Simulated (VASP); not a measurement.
# BiW17Se35 (a cell with a defect) in VASP: single point with PBE

Aim: the single point of BiW17Se35 (a cell with a defect) with PBE.

All numbers are computed with VASP 6.6.1; they aren't measurements. Logs are shortened: lines on timing, memory, paths and dates and some standing lists are left out, and cuts for length are marked.

### 1 The cell of the first run

The cell holds a defect, 53 atoms: a = 9.750 Å, b = 9.750 Å, c = 12.826 Å, α = 90.00°, β = 90.00°, γ = 120.00°.

### 2 Single point, PBE, collinear spin

INCAR reads:

```
SYSTEM = BiW17Se35
PREC = Accurate ; ENCUT = 400
EDIFF = 1E-6 ; ISMEAR = -1
SIGMA = 0.01 ; LREAL = Auto
LASPH = .True. ; NELM = 200
ALGO = Normal ; ISIF = 2
LWAVE = .False. ; LCHARG = .True.
ISPIN = 2 ; MAGMOM = 0.01 0.12 0.01 0.03 0.01 0.14 0.01 0.08 0 0.01 0.05 0 0.06 0 0.14 0 0.15 0 0.02 0 0.02 0 0 0 0 0.02 0 0.01 0 0.01 0 0 0 0.05 0 0.11 0 0.03 0 0.1 0 0.01 0 0 0 0 0 0 0 0.02 0 0.02 0.05
LORBIT = 11 ; NUPDOWN = 2.0
LMAXMIX = 4 ; GGA = PE
LELF = .True. ; LVHAR = .True.
NELECT = 464.0 ; NBANDS = 268
GGA_COMPAT = .False.
```

KPOINTS reads:

```
regular mesh
0
Gamma
  1 1 1
  0 0 0
```

POSCAR reads:

```
BiW17Se35
1.0
    9.7497821442      0.0000000848      0.0000000000
   -4.8748911455      8.4435589758      0.0000000000
    0.0000000000      0.0000000000     12.8261208339
W Se Bi
17 35 1
Direct
    0.2208604712      0.1110233346      0.7493292815
    0.0974049538      0.2203043797      0.2375216041
    0.2208608799      0.4448510717      0.7500471135
    0.0967342330      0.5385477988      0.2416867476
    0.2211036368      0.7786719861      0.7492685474
    0.1141535566      0.8904530892      0.2506998497
    0.5537139942      0.1113788328      0.7493211658
    0.4478487440      0.2172488252      0.2500448777
    0.5545132428      0.4450489429      0.7487083990
    0.5543807928      0.7784666604      0.7486769060
    0.4488214402      0.8959591659      0.2507219111
    0.8878883558      0.1114405103      0.7494453701
    0.7811126224      0.2245465465      0.2478188685
    0.8877494635      0.4452602697      0.7495214112
    0.7881806758      0.5510620807      0.2538149350
    0.8884510296      0.7783701956      0.7492953882
    0.7870847641      0.9002874549      0.2540911537
    0.1101499945      0.2213865950      0.8820089618
    0.2211769019      0.1230569386      0.3774675845
    0.1110488910      0.2229462777      0.6168203708
    0.2250038476      0.1117875034      0.1156951904
    0.1103120252      0.5562485484      0.8821978607
    0.1108280401      0.5554992701      0.6169544914
    0.2002527518      0.4314824301      0.0980265561
    0.1103591689      0.8887465859      0.8825718322
    0.2214314053      0.7658143256      0.3783981728
    0.1109167917      0.8890926390      0.6159874737
    0.2233040608      0.7759997361      0.1186817210
    0.4440120386      0.2229902202      0.8822138293
    0.5590868908      0.1139772932      0.3845037423
    0.4431575411      0.2218903855      0.6163771869
    0.5562390737      0.1107639687      0.1149648008
    0.4446057999      0.5559705132      0.8819314490
    0.5733894780      0.4363922309      0.3922227974
    0.4427100132      0.5549821190      0.6160643025
    0.5595646462      0.4477834214      0.1260092027
    0.4439500425      0.8885065604      0.8822245904
    0.5755156860      0.8072742671      0.3941564832
    0.4430948906      0.8890143329      0.6163689428
    0.5595563710      0.7798168949      0.1230984452
    0.7763932679      0.2218375008      0.8819840188
    0.8998698058      0.1258461292      0.3832311900
    0.7772750208      0.2224263908      0.6168553129
    0.8799010112      0.1027823276      0.1105688690
    0.7763357621      0.5554414228      0.8822839145
    0.8990640764      0.4396114080      0.3863485172
    0.7778546843      0.5559022748      0.6164553308
    0.8829884058      0.4432769672      0.1096809010
    0.7764280104      0.8877686665      0.8818531863
    0.8924224130      0.7797455198      0.3831979004
    0.7783010359      0.8893567366      0.6167250872
    0.8881841263      0.7774029842      0.1225647283
    0.3881842778      0.5349652988      0.2808637715
```

Potentials or basis: VASP PAW PBE potentials, release 64 (W_sv, Se, Bi_d).

Launch:

```console
$ cat potpaw_PBE.64/W_sv/POTCAR potpaw_PBE.64/Se/POTCAR potpaw_PBE.64/Bi_d/POTCAR > POTCAR
$ mpirun -np 1 vasp_gam > vasp.out
```

OUTCAR:

```text
SYSTEM = BiW17Se35
   PREC = Accurate
   ENCUT = 400
   EDIFF = 1E-6
   ISMEAR = -1
   LREAL = Auto
   LASPH = .True.
   NELM = 200
   ISIF = 2
   ISPIN = 2
   LORBIT = 11
   NUPDOWN = 2.0
   GGA = PE
   NELECT = 464.0

 ion  position               nearest neighbor table
   1  0.221  0.111  0.749-  18 2.53  20 2.53  31 2.54  27 2.54  25 2.54  29 2.54   5 3.24  16 3.24
                             7 3.24  12 3.25   3 3.25   9 3.25
   2  0.097  0.220  0.238-  44 2.46  42 2.51  24 2.53  21 2.53  19 2.59  53 3.01  17 3.08   4 3.11
                            13 3.11   6 3.30   8 3.44
   3  0.221  0.445  0.750-  22 2.53  23 2.53  18 2.53  33 2.54  20 2.54  35 2.54  12 3.25  14 3.25
                             9 3.25  10 3.25   5 3.25   1 3.25
   4  0.097  0.539  0.242-  48 2.48  46 2.50  28 2.55  24 2.56  26 2.60  53 2.90  13 3.07  15 3.08
                             2 3.11   6 3.35  11 3.46
   5  0.221  0.779  0.749-  27 2.53  25 2.53  39 2.53  23 2.54  22 2.54  37 2.54   1 3.24  16 3.24
                             7 3.24  10 3.25  14 3.25   3 3.25
   6  0.114  0.890  0.251-  52 2.52  50 2.53  28 2.54  21 2.55  19 2.55  26 2.55   8 3.22  11 3.24
                            17 3.24  15 3.25   2 3.30   4 3.35
   7  0.554  0.111  0.749-  31 2.53  29 2.53  41 2.54  39 2.54  37 2.54  43 2.54   5 3.24   1 3.24
                            10 3.25   9 3.25  14 3.26  12 3.26
   8  0.448  0.217  0.250-  30 2.50  32 2.51  36 2.51  19 2.52  21 2.55  34 2.60  11 3.14  13 3.21
                             6 3.22  15 3.29   2 3.44  53 3.45
   9  0.555  0.445  0.749-  33 2.53  35 2.53  31 2.54  47 2.54  45 2.54  29 2.54  14 3.25   7 3.25
[... 50 lines left out ...]
  51  0.778  0.889  0.617-  16 2.53  12 2.53  10 2.54
  52  0.888  0.777  0.123-   6 2.52  17 2.54  15 2.55
  53  0.388  0.535  0.281-  38 2.77  34 2.82  24 2.83   4 2.90  40 2.93  36 2.98   2 3.01  11 3.29
                             8 3.45

  LATTYP: Found a hexagonal cell.
 ALAT       =     9.7497821442
 C/A-ratio  =     1.3155289671

  Lattice vectors:

 A1 = (   9.7497821442,   0.0000000848,   0.0000000000)
 A2 = (  -4.8748911455,   8.4435589758,   0.0000000000)
 A3 = (   0.0000000000,   0.0000000000,  12.8261208339)

Analysis of symmetry for initial positions (statically):
=====================================================================
 Subroutine PRICEL returns:
 Original cell was already a primitive cell.

 Routine SETGRP: Setting up the symmetry group for a
 hexagonal supercell.

 Subroutine GETGRP returns: Found  1 space group operations
 (whereof  1 operations were pure point group operations)
 out of a pool of 24 trial point group operations.

The static configuration has the point symmetry C_1 .

Analysis of symmetry for dynamics (positions and initial velocities):
=====================================================================
 Subroutine PRICEL returns:
 Original cell was already a primitive cell.

[... 247 lines left out ...]
 E-fermi :   6.9177     XC(G=0): -10.9092

 val. band max:        7.0896596192   @ k =   0.0000   0.0000   0.0000
 cond. band min:       7.0295748203   @ k =   0.0000   0.0000   0.0000
 fundamental gap:     -0.0600847989
 Fermi energy:         7.3550966529

 spin component 1

 k-point     1 :       0.0000    0.0000    0.0000
  band No.  band energies     occupation
      1     -67.7004      1.00000
      2     -67.6951      1.00000
      3     -67.6929      1.00000
      4     -67.6895      1.00000
      5     -67.6891      1.00000
      6     -67.6844      1.00000
[... 236 lines left out ...]
    243       8.2446      0.00000
    244       8.3318      0.00000
 Fermi energy:         6.9176833201

 spin component 2

 k-point     1 :       0.0000    0.0000    0.0000
  band No.  band energies     occupation
      1     -67.6976      1.00000
      2     -67.6929      1.00000
      3     -67.6916      1.00000
      4     -67.6880      1.00000
      5     -67.6858      1.00000
      6     -67.6784      1.00000
[... 236 lines left out ...]
    243       8.3013      0.00000
    244       8.3570      0.00000
 [bands above 244 left out]

------------------------ aborting loop because EDIFF is reached ----------------------------------------

  FORCE on cell =-STRESS in cart. coord.  units (eV):
  Direction    XX          YY          ZZ          XY          YZ          ZX
  --------------------------------------------------------------------------------------
  -------------------------------------------------------------------------------------
  Total       62.5633828     61.6496011     33.9778820      0.0060535      0.7719996      1.4754100
  in kB       94.9325230     93.5459675     51.5574114      0.0091854      1.1714179      2.2387599
  external PRESSURE =      80.0119673 kB  Pullay stress =       0.0000000 kB

 VOLUME and BASIS-vectors are now :
 -----------------------------------------------------------------------------
  energy-cutoff  :      400.00
  volume of cell :     1055.88
      direct lattice vectors                 reciprocal lattice vectors
     9.749782144  0.000000085  0.000000000     0.102566394  0.059216736  0.000000000
    -4.874891146  8.443558976  0.000000000    -0.000000001  0.118433471  0.000000000
     0.000000000  0.000000000 12.826120834     0.000000000  0.000000000  0.077965896

 POSITION                                       TOTAL-FORCE (eV/Angst)
 -----------------------------------------------------------------------------------
      1.61211      0.93743      9.61099         0.171658     -0.056436     -0.006898
     -0.12428      1.86015      3.04648        -0.215003     -0.311351      0.380760
     -0.01526      3.75613      9.62019         0.174836     -0.067148      0.061058
     -1.68222      4.54726      3.09990        -0.487427      0.248560      0.040337
     -1.64023      6.57476      9.61021         0.165813     -0.065994      0.013359
     -3.22789      7.51859      3.21551        -0.393044     -0.048740     -0.203378
[... 45 lines left out ...]
      4.86985      6.56405      1.57203         0.235077     -0.032981      0.442717
      1.17681      4.51701      3.60239         0.303048     -0.135975     -0.333142
 -----------------------------------------------------------------------------------
    total drift:                                0.012429      0.024359      0.021224

  FREE ENERGIE OF THE ION-ELECTRON SYSTEM (eV)
  ---------------------------------------------------
  free  energy   TOTEN  =      -359.9681370553 eV

  energy  without entropy=     -359.9681336854  energy(sigma->0) =     -359.96813537

 total charge

# of ion       s       p       d       tot
------------------------------------------
    1        2.302   6.278   3.431  12.011
    2        2.312   6.267   3.418  11.997
    3        2.303   6.278   3.428  12.009
    4        2.310   6.260   3.429  12.000
    5        2.302   6.278   3.431  12.011
    6        2.299   6.273   3.437  12.009
[... 45 lines left out ...]
   52        1.474   2.366   0.073   3.912
   53        1.588   1.230  10.003  12.821
--------------------------------------------------
tot         92.489 190.502  70.717 353.708

 magnetization (x)

# of ion       s       p       d       tot
------------------------------------------
    1        0.000   0.000   0.009   0.010
    2        0.002   0.007   0.134   0.142
    3        0.000   0.000   0.013   0.013
    4       -0.000   0.007   0.031   0.038
    5        0.000   0.000   0.014   0.014
    6        0.002   0.002   0.150   0.153
[... 45 lines left out ...]
   52        0.000   0.016   0.001   0.017
   53        0.020   0.024   0.007   0.051
--------------------------------------------------
tot          0.051   0.427   0.924   1.401
```

Run time: 23 min. Hardware: 1 thread of Intel Xeon 8259CL, shared host; peak memory 1 GiB.

Results:

| Quantity | Value |
| --- | --- |
| Free energy | -359.9681 eV |
| Largest force | 0.646 eV/Å |
| Net moment | 2.00 μB per cell |
| Site moments | W +0.01, +0.14, +0.04, +0.15, +0.09, +0.00, +0.06, +0.07, +0.16, +0.17 (each value once); Se +0.00, +0.02, +0.01, -0.00, +0.05, +0.11, +0.03, +0.10 (each value once); Bi +0.05 μB |
| Valence electrons inside the program's atomic spheres | W 12.01, 12.00, 12.02 (each value once); Se 3.91, 3.90, 3.92, 3.89, 3.88 (each value once); Bi 12.82 |

Forces on the atoms (eV/Å):
```
W    0.172 -0.056 -0.007
W   -0.215 -0.311  0.381
W    0.175 -0.067  0.061
W   -0.487  0.249  0.040
W    0.166 -0.066  0.013
W   -0.393 -0.049 -0.203
W    0.171 -0.066 -0.049
W    0.264 -0.230  0.049
W    0.122 -0.088 -0.021
W    0.149 -0.148 -0.044
W   -0.445  0.468  0.014
W    0.099 -0.053  0.028
W   -0.146 -0.159  0.020
W    0.144 -0.154  0.023
W   -0.113  0.547  0.105
W    0.133 -0.089 -0.009
W    0.197 -0.105 -0.057
Se  -0.046  0.026 -0.395
Se   0.014  0.053 -0.416
Se  -0.081  0.078  0.347
Se  -0.039 -0.037  0.500
Se  -0.066  0.065 -0.428
Se  -0.013  0.005  0.338
Se  -0.080  0.021 -0.192
Se  -0.069  0.050 -0.370
Se  -0.029 -0.071 -0.424
Se  -0.065  0.057  0.380
Se   0.083 -0.047  0.454
Se  -0.076  0.048 -0.391
Se   0.029 -0.153 -0.349
Se  -0.067 -0.002  0.430
Se  -0.023 -0.044  0.217
Se  -0.070  0.051 -0.419
Se  -0.001 -0.063 -0.193
Se  -0.126  0.031  0.335
Se  -0.046 -0.009  0.256
Se  -0.066  0.036 -0.392
Se   0.038  0.020  0.004
Se  -0.086  0.059  0.423
Se   0.179 -0.079  0.315
Se  -0.062  0.030 -0.514
Se   0.142  0.190 -0.257
Se  -0.070  0.012  0.474
Se  -0.124  0.253  0.127
Se  -0.059  0.053 -0.434
Se   0.187 -0.041 -0.313
Se  -0.069  0.040  0.418
Se   0.206 -0.169  0.361
Se  -0.073  0.090 -0.398
Se   0.184 -0.046 -0.341
Se  -0.083  0.041  0.396
Se   0.235 -0.033  0.443
Bi   0.303 -0.136 -0.333
```

Caveat: the k points lie up to 0.74 Å⁻¹ apart; the cell carries a net charge on a neutralising background, which shifts energy and pressure; the cell is charged against a uniform background, so pressure and absolute levels hang on convention; spin-orbit coupling is left out, which moves the levels of the heavy elements; the total moment is fixed, so each spin has its own Fermi level.
